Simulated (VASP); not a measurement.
Runs of VASP 6.6.1 on Al. The structure is that of space group Fm-3m (No. 225), or close to it. The cells are those of the table. 

```csv
task,cell,cutoff (eV),gap on the mesh (eV),pressure (GPa)
single point,"a = 2.794 Å, angles 60.0°, 1 atom",520,none,(a)
single point,"a = 2.914 Å, angles 60.0°, 1 atom",520,none,-7.2
single point,"a = 2.851 Å, angles 60.0°, 1 atom",520,none,-2.8
relaxation of cell and atoms,"relaxed from a = 2.864 Å, angles 60.0°, 1 atom",600,none,0.0
```

Alike in all rows: level r2SCAN; potentials or basis VASP PAW PBE potentials, release 64 (Al); no spin polarisation; k mesh 18 × 18 × 18; smearing gaussian 0.1 eV.

**Question.** Fill in the values left out.

**Answer.** (a) 2.7.

Caveats: the PAW data sets were made with another functional, which shifts forces and pressure a little.

A gap of «none» marks levels without a gap at the run's occupations.
